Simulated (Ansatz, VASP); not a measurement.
# Two plane-wave programs on SnTe3

```
CELL_PARAMETERS angstrom
-2.63142 3.70017 3.71189
2.63142 -3.70017 3.71189
2.63142 3.70017 -3.71189
ATOMIC_POSITIONS crystal
Sn 0.50000 0.50000 0.00000
Te 0.00000 0.00000 0.00000
Te 0.67895 0.00000 0.67895
Te 0.32105 0.00000 0.32105
```

Alike in both runs: task relaxation of cell and atoms; functional PBE; k mesh 4 × 4 × 4; occupations gaussian, width 0.1 eV; no spin polarisation.

```csv
,VASP,Ansatz
version,VASP 6.6.1,Ansatz 0.2.0
potentials or method,"VASP PAW PBE potentials, release 64 (Sn_d, Te), cutoff 600 eV","scalar-relativistic, plane waves, PAW"
valence electrons in the cell,32,62
```

VASP gave:

| Property | Result |
| --- | --- |
| gap on the k mesh at the Fermi level, each at its own relaxed structure (eV) | none |
| relaxed volume (Å³/atom) | 36.95 |
| relaxed length of the cell vector where the two differ most in proportion (Å) | 6.078 |

What did Ansatz give for the same quantities?

gap on the k mesh at the Fermi level, each at its own relaxed structure (eV): none; relaxed volume (Å³/atom): 37.00; relaxed length of the cell vector where the two differ most in proportion (Å): 6.078.

A gap of «none» marks a metal or a gap that the smearing closes. VASP's potentials hold 32 valence electrons a cell and Ansatz's 62, so a difference there can come from the potentials and not from the codes.

The k mesh is coarse, so the values compare programs but aren't converged. Spin-orbit coupling is off throughout.
